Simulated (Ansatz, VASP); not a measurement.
Two plane-wave programs on Al4CoRu3

```
Al Co Ru
1.0
    -2.97317    2.97317    2.97317
     2.97317   -2.97317    2.97317
     2.97317    2.97317   -2.97317
Al Co Ru
4 1 3
Direct
  0.00000 0.50000 0.00000
  0.50000 0.50000 0.50000
  0.00000 0.00000 0.50000
  0.50000 0.00000 0.00000
  0.00000 0.00000 0.00000
  0.50000 0.00000 0.50000
  0.50000 0.50000 0.00000
  0.00000 0.50000 0.50000
```

Alike in both runs: functional PBE; k mesh 10 × 10 × 10; occupations gaussian, width 0.1 eV; collinear spin.

Ansatz relaxed the structure, and its values are those at the end. VASP's run is a single point on that final structure, the one shown.

```csv
,VASP,Ansatz
version,VASP 6.6.1,Ansatz 0.2.0
potentials or method,"VASP PAW PBE potentials, release 64 (Al, Co, Ru_pv), cutoff 520 eV","scalar-relativistic, plane waves, PAW"
valence electrons in the cell,63,77
```

|  | VASP | Ansatz | Ansatz less VASP |
| --- | --- | --- | --- |
| gap on the k mesh at the Fermi level (eV) | none | none | - |
| pressure (GPa) | 0.0 | 0.0 | +0.06 |
| net moment per atom (μB) | 0.00 | 0.00 | 0.000 |

A gap of «none» marks a metal or a gap that the smearing closes. The functional is the same, so the differences come from potentials, cutoffs and numerics. VASP's potentials hold 63 valence electrons a cell and Ansatz's 77, so a difference there can come from the potentials and not from the codes. Ansatz's warnings: seeded moment not kept.
